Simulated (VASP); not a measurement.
# GaP (F-43m) in VASP: a series of runs

The runs below take GaP through electric field gradients, with PBE.

All numbers are computed with VASP 6.6.1; they aren't measurements. Logs are shortened: lines on timing, memory, paths and dates and some standing lists are left out, and cuts for length are marked.

### Step 1. The cell of the first run

Symmetry: F-43m, No. 216, cubic system. The conventional cell has a = 5.451 Å, b = 5.451 Å, c = 5.451 Å, α = 90.00°, β = 90.00°, γ = 90.00°. Ga (site symmetry -43m) has 4 P at 2.36 Å within 3.1 Å. P (site symmetry -43m) has 4 Ga at 2.36 Å within 3.1 Å.

### Step 2. Electric field gradients, PBE

Input file INCAR:

```
SYSTEM = GaP
ALGO = Normal
EDIFF = 1E-8
ENCUT = 520
GGA = PE
ISIF = 2
ISMEAR = -1
LASPH = .True.
LCHARG = .False.
LEFG = .True.
LREAL = .False.
LWAVE = .False.
NBANDS = 16
NELM = 80
PREC = Accurate
SIGMA = 0.05
```

Input file KPOINTS:

```
k-points
0
Gamma
  10 10 10
  0 0 0
```

Input file POSCAR:

```
GaP
1.0
    0.0000000000      2.7252500000      2.7252500000
    2.7252500000      0.0000000000      2.7252500000
    2.7252500000      2.7252500000      0.0000000000
Ga P
1 1
Direct
    0.0000000000      0.0000000000      0.0000000000
    0.7500000000      0.7500000000      0.7500000000
```

Potentials or basis: VASP PAW PBE potentials, release 64 (Ga_d, P).

The run is started by

```bash
cat potpaw_PBE.64/Ga_d/POTCAR potpaw_PBE.64/P/POTCAR > POTCAR
mpirun -np 1 vasp_std > vasp.out
```

OUTCAR:

```text
SYSTEM = GaP
   EDIFF = 1E-8
   ENCUT = 520
   GGA = PE
   ISIF = 2
   ISMEAR = -1
   LASPH = .True.
   LREAL = .False.
   NELM = 80
   PREC = Accurate

 ion  position               nearest neighbor table
   1  0.000  0.000  0.000-   2 2.36   2 2.36   2 2.36   2 2.36
   2  0.750  0.750  0.750-   1 2.36   1 2.36   1 2.36   1 2.36

  LATTYP: Found a face centered cubic cell.
 ALAT       =     5.4505000000

  Lattice vectors:

 A1 = (   0.0000000000,   2.7252500000,   2.7252500000)
 A2 = (   2.7252500000,   0.0000000000,   2.7252500000)
 A3 = (   2.7252500000,   2.7252500000,   0.0000000000)

Analysis of symmetry for initial positions (statically):
=====================================================================
 Subroutine PRICEL returns:
 Original cell was already a primitive cell.

 Routine SETGRP: Setting up the symmetry group for a
 face centered cubic supercell.

 Subroutine GETGRP returns: Found 24 space group operations
 (whereof 24 operations were pure point group operations)
 out of a pool of 48 trial point group operations.

The static configuration has the point symmetry T_d .

Analysis of symmetry for dynamics (positions and initial velocities):
=====================================================================
 Subroutine PRICEL returns:
 Original cell was already a primitive cell.

 Routine SETGRP: Setting up the symmetry group for a
 face centered cubic supercell.

 Subroutine GETGRP returns: Found 24 space group operations
 (whereof 24 operations were pure point group operations)
 out of a pool of 48 trial point group operations.

The dynamic configuration has the point symmetry T_d .

 Subroutine INISYM returns: Found 24 space group operations
 (whereof 24 operations are pure point group operations),
 and found     1 'primitive' translations

----------------------------------------------------------------------------------------

                                     Primitive cell

  volume of cell :      40.4808

  direct lattice vectors                    reciprocal lattice vectors
     0.000000000  2.725250000  2.725250000    -0.183469406  0.183469406  0.183469406
     2.725250000  0.000000000  2.725250000     0.183469406 -0.183469406  0.183469406
     2.725250000  2.725250000  0.000000000     0.183469406  0.183469406 -0.183469406

  length of vectors
     3.854085511  3.854085511  3.854085511     0.317778334  0.317778334  0.317778334

  position of ions in fractional coordinates (direct lattice)
     0.000000000  0.000000000  0.000000000
     0.750000000  0.750000000  0.750000000

  ion indices of the primitive-cell ions
   primitive index   ion index
                 1           1
                 2           2

----------------------------------------------------------------------------------------

 KPOINTS: k-points

Automatic generation of k-mesh.
 Grid dimensions read from file:
 generate k-points for:   10   10   10

 Generating k-lattice:

  Cartesian coordinates                     Fractional coordinates (reciprocal lattice)
    -0.018346941  0.018346941  0.018346941     0.100000000  0.000000000  0.000000000
     0.018346941 -0.018346941  0.018346941     0.000000000  0.100000000  0.000000000
     0.018346941  0.018346941 -0.018346941     0.000000000  0.000000000  0.100000000

  Length of vectors
     0.031777833  0.031777833  0.031777833

  Shift w.r.t. Gamma in fractional coordinates (k-lattice)
     0.000000000  0.000000000  0.000000000

 Subroutine IBZKPT returns following result:
 ===========================================

 Found     47 irreducible k-points:

 Following reciprocal coordinates:
            Coordinates               Weight
  0.000000  0.000000  0.000000      1.000000
  0.100000  0.000000  0.000000      8.000000
  0.200000  0.000000  0.000000      8.000000
  0.300000  0.000000  0.000000      8.000000
  0.400000  0.000000  0.000000      8.000000
  0.500000  0.000000  0.000000      4.000000
[... 16 lines left out ...]
  0.300000  0.300000  0.000000      6.000000
  0.400000  0.300000  0.000000     24.000000
 [... further k-points ...]
   k-points           NKPTS =     47   k-points in BZ     NKDIM =     47   number of bands    NBANDS=     16
   number of dos      NEDOS =    301   number of ions     NIONS =      2
   total plane-waves  NPLWV =  27000
   dimension x,y,z NGX =    30 NGY =   30 NGZ =   30
   dimension x,y,z NGXF=    60 NGYF=   60 NGZF=   60
   ions per type =               1   1
   NGX,Y,Z   is equivalent  to a cutoff of  12.94, 12.94, 12.94 a.u.
   NGXF,Y,Z  is equivalent  to a cutoff of  25.88, 25.88, 25.88 a.u.
 SYSTEM =  GaP
   PREC   = accura    normal or accurate (medium, high low for compatibility)
   ISTART =      0    job   : 0-new  1-cont  2-samecut
   ICHARG =      2    charge: 1-file 2-atom 10-const
   ISPIN  =      1    spin polarized calculation?
   LNONCOLLINEAR =      F non collinear calculations
   LSORBIT =      F    spin-orbit coupling
   LASPH  =      T    aspherical Exc in radial PAW
   ENCUT  =  520.0 eV  38.22 Ry    6.18 a.u.   7.17  7.17  7.17*2*pi/ulx,y,z
   NELM   =     80;   NELMIN=  2; NELMDL= -5     # of ELM steps
   EDIFF  = 0.1E-07   stopping-criterion for ELM
   LREAL  =      F    real-space projection
   EDIFFG = 0.1E-06   stopping-criterion for IOM
   NSW    =      0    number of steps for IOM
   IBRION =     -1    ionic relax: 0-MD 1-quasi-New 2-CG
   NFREE  =      0    steps in history (QN), initial steepest desc. (CG)
   ISIF   =      2    stress and relaxation
   ISYM   =      2    0-nonsym 1-usesym 2-fastsym
   POTIM  = 0.5000    time-step for ionic-motion
   TEBEG  =    0.0;   TEEND  =   0.0 temperature during run
   PSTRESS=    0.0 pullay stress
   NELECT =      18.0000    total number of electrons
   NUPDOWN=      -1.0000    fix difference up-down
   EMIN   =  10.00;   EMAX   =-10.00  energy-range for DOS
   EFERMI =   0.00;   METHOD = LEGACY
   ISMEAR =    -1;   SIGMA  =   0.05  broadening in eV -4-tet -1-fermi 0-gaus
   EFERMI_NEDOS =   21; number of points for ismear=-14 and -15
   IALGO  =     38    algorithm
   IMIX   =      4    mixing-type and parameters
     AMIX     =   0.40;   BMIX     =  1.00
     AMIX_MAG =   1.60;   BMIX_MAG =  1.00
  volume/ion in A,a.u.               =      20.24       136.59
  Fermi-wavevector in a.u.,A,eV,Ry     =   1.249538  2.361284 21.243377  1.561344
  Thomas-Fermi vector in A             =   2.383574
   LORBIT       =      0    0 simple, 1 ext, 2 COOP (PROOUT), +10 PAW based schemes
   GGA     = PE    functional components
   LHFCALC =     F    Hartree Fock is set to
   AEXX    =    0.0000 exact exchange contribution
   IVDW    =     0    specifies the selected vdW correction
   LEPSILON=     F    determine dielectric tensor
   LRPA    =     F    only Hartree local field effects (RPA)
 non-spin polarized calculation
  energy-cutoff  :      520.00
  volume of cell :       40.48
 maximum number of plane-waves:      1106
 NGX is ok and might be reduce to    30
   NGX = 15   NGY = 15   NGZ = 15

 number of electron      17.9999989 magnetization

 Free energy of the ion-electron system (eV)
  ---------------------------------------------------
  ext. energy  EPLUGINS =         0.00000000
  ---------------------------------------------------
  free energy    TOTEN  =        -9.11811953 eV

  energy without entropy =       -9.11811953  energy(sigma->0) =       -9.11811953

 E-fermi :   5.4338     XC(G=0):  -9.8333

 val. band max:        4.6512817646   @ k =   0.0000   0.0000   0.0000
 cond. band min:       6.2559942947   @ k =   0.4000   0.4000   0.0000
 fundamental gap:      1.6047125301
 Fermi energy:         5.4338392879

 k-point     1 :       0.0000    0.0000    0.0000
  band No.  band energies     occupation
      1      -9.8985      2.00000
      2      -9.8985      2.00000
      3      -9.8985      2.00000
      4      -9.7988      2.00000
      5      -9.7988      2.00000
      6      -7.8402      2.00000
[... 8 lines left out ...]
     15      14.4392      0.00000
     16      14.4392      0.00000
[... 419 lines left out ...]
 k-point    24 :       0.4000    0.3000    0.0000
  band No.  band energies     occupation
      1      -9.9947      2.00000
      2      -9.8508      2.00000
      3      -9.8487      2.00000
      4      -9.8233      2.00000
      5      -9.7824      2.00000
      6      -5.8618      2.00000
[... 8 lines left out ...]
     15      16.4322      0.00000
     16      18.4275      0.00000

 [... further k-points ...]

------------------------ aborting loop because EDIFF is reached ----------------------------------------

  FORCE on cell =-STRESS in cart. coord.  units (eV):
  Direction    XX          YY          ZZ          XY          YZ          ZX
  --------------------------------------------------------------------------------------
  -------------------------------------------------------------------------------------
  Total        0.6264988      0.6264988      0.6264988      0.0000000      0.0000000      0.0000000
  in kB       24.7960075     24.7960075     24.7960075      0.0000000      0.0000000      0.0000000
  external PRESSURE =      24.7960075 kB  Pullay stress =       0.0000000 kB

 VOLUME and BASIS-vectors are now :
 -----------------------------------------------------------------------------
  energy-cutoff  :      520.00
  volume of cell :       40.48
      direct lattice vectors                 reciprocal lattice vectors
     0.000000000  2.725250000  2.725250000    -0.183469406  0.183469406  0.183469406
     2.725250000  0.000000000  2.725250000     0.183469406 -0.183469406  0.183469406
     2.725250000  2.725250000  0.000000000     0.183469406  0.183469406 -0.183469406

 POSITION                                       TOTAL-FORCE (eV/Angst)
 -----------------------------------------------------------------------------------
      0.00000      0.00000      0.00000        -0.000000     -0.000000     -0.000000
      4.08788      4.08788      4.08788         0.000000      0.000000      0.000000
 -----------------------------------------------------------------------------------
    total drift:                               -0.000002     -0.000002     -0.000002

  FREE ENERGIE OF THE ION-ELECTRON SYSTEM (eV)
  ---------------------------------------------------
  free  energy   TOTEN  =        -9.1181195307 eV

  energy  without entropy=       -9.1181195283  energy(sigma->0) =       -9.11811953

 Electric field gradients (V/A^2)
---------------------------------------------------------------------
 ion       V_xx      V_yy      V_zz      V_xy      V_xz      V_yz
---------------------------------------------------------------------
   1      -0.000    -0.000     0.000    -0.001    -0.001    -0.001
   2       0.000    -0.000     0.000    -0.000    -0.000    -0.000
---------------------------------------------------------------------

 Electric field gradients after diagonalization (V/A^2)
 (convention: |V_zz| > |V_xx| > |V_yy|)
----------------------------------------------------------------------
 ion       V_xx      V_yy      V_zz     asymmetry (V_yy - V_xx)/ V_zz
----------------------------------------------------------------------
   1       0.001     0.001    -0.002       0.000
   2       0.000     0.000    -0.000       0.000
----------------------------------------------------------------------

           NMR quadrupolar parameters

 Cq : quadrupolar parameter    Cq=e*Q*V_zz/h
 eta: asymmetry parameters     (V_yy - V_xx)/ V_zz
 Q  : nuclear electric quadrupole moment in mb (millibarn)
----------------------------------------------------------------------
 ion       Cq(MHz)       eta       Q (mb)
----------------------------------------------------------------------
   1      -0.000       0.000       1.000
   2      -0.000       0.000       1.000
----------------------------------------------------------------------
```

It took 42 s on 1 thread of Intel Xeon 6975P-C (Granite Rapids), shared host; peak memory 0.18 GiB.

What came out:

```
Free energy                             : -9.1181 eV
Pressure                                : 2.5 GPa
Band gap on the k mesh                  : 1.60 eV (least direct gap 1.83 eV)
Largest electric field gradient by atom : zero within the noise of the run
```

### Step 3. Electric field gradients, PBE

Input file INCAR:

```
PREC = Accurate
ENCUT = 520
EDIFF = 1E-8
ISMEAR = -1
SIGMA = 0.05
LREAL = F
LASPH = T
NELM = 100
ALGO = Normal
ISIF = 2
LWAVE = F
LCHARG = F
GGA = PE
LEFG = T
NBANDS = 16
```

Input file KPOINTS:

```
Automatic mesh
0
Gamma
  10 10 10
```

POSCAR is that of step 2.

Potentials or basis: VASP PAW PBE potentials, release 64 (Ga_d, P).

The run is started by

```bash
cat potpaw_PBE.64/Ga_d/POTCAR potpaw_PBE.64/P/POTCAR > POTCAR
mpirun -np 1 vasp_std > vasp.out
```

OUTCAR:

```text
PREC = Accurate
   ENCUT = 520
   EDIFF = 1E-8
   ISMEAR = -1
   LREAL = F
   LASPH = T
   NELM = 100
   ISIF = 2
   GGA = PE

 ion  position               nearest neighbor table
   1  0.000  0.000  0.000-   2 2.36   2 2.36   2 2.36   2 2.36
   2  0.750  0.750  0.750-   1 2.36   1 2.36   1 2.36   1 2.36

  LATTYP: Found a face centered cubic cell.
 ALAT       =     5.4505000000

  Lattice vectors:

 A1 = (   0.0000000000,   2.7252500000,   2.7252500000)
 A2 = (   2.7252500000,   0.0000000000,   2.7252500000)
 A3 = (   2.7252500000,   2.7252500000,   0.0000000000)

Analysis of symmetry for initial positions (statically):
=====================================================================
 Subroutine PRICEL returns:
 Original cell was already a primitive cell.

 Routine SETGRP: Setting up the symmetry group for a
 face centered cubic supercell.

 Subroutine GETGRP returns: Found 24 space group operations
 (whereof 24 operations were pure point group operations)
 out of a pool of 48 trial point group operations.

The static configuration has the point symmetry T_d .

Analysis of symmetry for dynamics (positions and initial velocities):
=====================================================================
 Subroutine PRICEL returns:
 Original cell was already a primitive cell.

 Routine SETGRP: Setting up the symmetry group for a
 face centered cubic supercell.

 Subroutine GETGRP returns: Found 24 space group operations
 (whereof 24 operations were pure point group operations)
 out of a pool of 48 trial point group operations.
[... 157 lines left out ...]
  band No.  band energies     occupation
      1      -9.8985      2.00000
      2      -9.8985      2.00000
      3      -9.8985      2.00000
      4      -9.7988      2.00000
      5      -9.7988      2.00000
      6      -7.8402      2.00000
[... 433 lines left out ...]
      3      -9.8487      2.00000
      4      -9.8233      2.00000
      5      -9.7824      2.00000
      6      -5.8618      2.00000
[... 8 lines left out ...]
     15      16.4322      0.00000
     16      18.4275      0.00000

 [... further k-points ...]

------------------------ aborting loop because EDIFF is reached ----------------------------------------

  FORCE on cell =-STRESS in cart. coord.  units (eV):
  Direction    XX          YY          ZZ          XY          YZ          ZX
  --------------------------------------------------------------------------------------
  -------------------------------------------------------------------------------------
  Total        0.6264988      0.6264988      0.6264988      0.0000000      0.0000000      0.0000000
  in kB       24.7960075     24.7960075     24.7960075      0.0000000      0.0000000      0.0000000
  external PRESSURE =      24.7960075 kB  Pullay stress =       0.0000000 kB

 VOLUME and BASIS-vectors are now :
 -----------------------------------------------------------------------------
  energy-cutoff  :      520.00
  volume of cell :       40.48
      direct lattice vectors                 reciprocal lattice vectors
     0.000000000  2.725250000  2.725250000    -0.183469406  0.183469406  0.183469406
     2.725250000  0.000000000  2.725250000     0.183469406 -0.183469406  0.183469406
     2.725250000  2.725250000  0.000000000     0.183469406  0.183469406 -0.183469406

 POSITION                                       TOTAL-FORCE (eV/Angst)
 -----------------------------------------------------------------------------------
      0.00000      0.00000      0.00000        -0.000000     -0.000000     -0.000000
      4.08788      4.08788      4.08788         0.000000      0.000000      0.000000
 -----------------------------------------------------------------------------------
    total drift:                               -0.000002     -0.000002     -0.000002

  FREE ENERGIE OF THE ION-ELECTRON SYSTEM (eV)
  ---------------------------------------------------
  free  energy   TOTEN  =        -9.1181195307 eV

  energy  without entropy=       -9.1181195283  energy(sigma->0) =       -9.11811953

 Electric field gradients (V/A^2)
---------------------------------------------------------------------
 ion       V_xx      V_yy      V_zz      V_xy      V_xz      V_yz
---------------------------------------------------------------------
   1      -0.000    -0.000     0.000    -0.001    -0.001    -0.001
   2       0.000    -0.000     0.000    -0.000    -0.000    -0.000
---------------------------------------------------------------------

 Electric field gradients after diagonalization (V/A^2)
 (convention: |V_zz| > |V_xx| > |V_yy|)
----------------------------------------------------------------------
 ion       V_xx      V_yy      V_zz     asymmetry (V_yy - V_xx)/ V_zz
----------------------------------------------------------------------
   1       0.001     0.001    -0.002       0.000
   2       0.000     0.000    -0.000       0.000
----------------------------------------------------------------------

           NMR quadrupolar parameters

 Cq : quadrupolar parameter    Cq=e*Q*V_zz/h
 eta: asymmetry parameters     (V_yy - V_xx)/ V_zz
 Q  : nuclear electric quadrupole moment in mb (millibarn)
----------------------------------------------------------------------
 ion       Cq(MHz)       eta       Q (mb)
----------------------------------------------------------------------
   1      -0.000       0.000       1.000
   2      -0.000       0.000       1.000
----------------------------------------------------------------------
```

OSZICAR:

```text
N       E                     dE             d eps       ncg     rms          rms(c)
DAV:   1     0.803911808105E+02    0.80391E+02   -0.89581E+03  1560   0.158E+03
DAV:   2    -0.309332351651E+01   -0.83485E+02   -0.79593E+02  1664   0.308E+02
DAV:   3    -0.928569876573E+01   -0.61924E+01   -0.61681E+01  1888   0.653E+01
DAV:   4    -0.938487596382E+01   -0.99177E-01   -0.99152E-01  1864   0.887E+00
DAV:   5    -0.938678851444E+01   -0.19126E-02   -0.19125E-02  1960   0.109E+00    0.425E+00
DAV:   6    -0.914437138878E+01    0.24242E+00   -0.37730E-01  2320   0.105E+01    0.281E+00
DAV:   7    -0.911729295886E+01    0.27078E-01   -0.95204E-02  1952   0.207E+00    0.112E+00
DAV:   8    -0.911758014667E+01   -0.28719E-03   -0.13297E-02  1768   0.140E+00    0.199E-01
DAV:   9    -0.911797963882E+01   -0.39949E-03   -0.13243E-03  1872   0.498E-01    0.805E-02
DAV:  10    -0.911804944062E+01   -0.69802E-04   -0.11177E-04  2392   0.117E-01    0.392E-02
DAV:  11    -0.911811953885E+01   -0.70098E-04   -0.95364E-05  1752   0.800E-02    0.508E-03
DAV:  12    -0.911811920220E+01    0.33664E-06   -0.26459E-06  1880   0.207E-02    0.315E-03
DAV:  13    -0.911811949417E+01   -0.29196E-06   -0.82706E-07  1888   0.760E-03    0.197E-03
DAV:  14    -0.911811952503E+01   -0.30860E-07   -0.30506E-08  1960   0.126E-03    0.166E-03
DAV:  15    -0.911811953067E+01   -0.56484E-08   -0.22184E-09  1544   0.370E-04
   1 F= -.91181195E+01 E0= -.91181195E+01  d E =-.232848E-08
```

Run time: 40 s. Hardware: 1 thread of Intel Xeon 6975P-C (Granite Rapids), shared host; peak memory 0.18 GiB.

Results:

```
Free energy                             : -9.1181 eV
Pressure                                : 2.5 GPa
Band gap on the k mesh                  : 1.60 eV (least direct gap 1.83 eV)
Largest electric field gradient by atom : zero within the noise of the run
```

Levels at points of the mesh, in eV from the valence-band top:
| k point | band 5 | band 6 | band 7 | band 8 | band 9 | band 10 | band 11 | band 12 | band 13 | band 14 |
| --- | --- | --- | --- | --- | --- | --- | --- | --- | --- | --- |
| (0.00, 0.00, 0.00) | -14.45 | -12.49 | 0.00 | 0.00 | 0.00 | 1.83 | 3.89 | 3.89 | 3.89 | 8.81 |
| (0.50, 0.00, 0.00) | -14.44 | -10.43 | -6.63 | -1.12 | -1.12 | 1.67 | 4.72 | 4.72 | 8.29 | 10.89 |
| (0.50, 0.50, 0.00) | -14.43 | -9.53 | -6.75 | -2.68 | -2.68 | 1.66 | 1.82 | 10.60 | 10.60 | 11.20 |

(Part 1 of 2 ends here.)
